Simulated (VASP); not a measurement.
A run of VASP 6.6.1:

The input INCAR:

```
  PREC = Accurate
  ENCUT = 520
  EDIFF = 1E-6
  ISMEAR = 0
  SIGMA = 0.05
  LREAL = False
  LASPH = True
  NELM = 80
  ALGO = Normal
  ISIF = 2
  LWAVE = False
  LCHARG = False
  GGA = PE
  NBANDS = 16
```

The input KPOINTS:

```
regular mesh
0
Gamma
  9 9 6
```

POSCAR

```
MgO
1.0
    3.2877685319      0.0000000000      0.0000000000
   -1.6438842660      2.8472910704      0.0000000000
    0.0000000000      0.0000000000      5.0790385795
Mg O
2 2
Direct
    0.3392943318      0.6785886635      0.0063188067
    0.6726276651      0.3452553302      0.5063188067
    0.3242776382      0.6485552763      0.3982811933
    0.6576109715      0.3152219430      0.8982811933
```

Potentials or basis: VASP PAW PBE potentials, release 64 (Mg, O).

Run with:

```console
$ cat potpaw_PBE.64/Mg/POTCAR potpaw_PBE.64/O/POTCAR > POTCAR
$ mpirun -np 1 vasp_std > vasp.out
```

Hardware: 1 thread of Intel(R) Xeon(R) 6975P-C (Granite Rapids), on a shared host.

Question: Estimate the wall time of this run.

Answer: It took 26 s on 1 thread of Intel(R) Xeon(R) 6975P-C (Granite Rapids) (shared host), peak memory 0.22 GiB. Counts: scf iterations 13, k points 140.
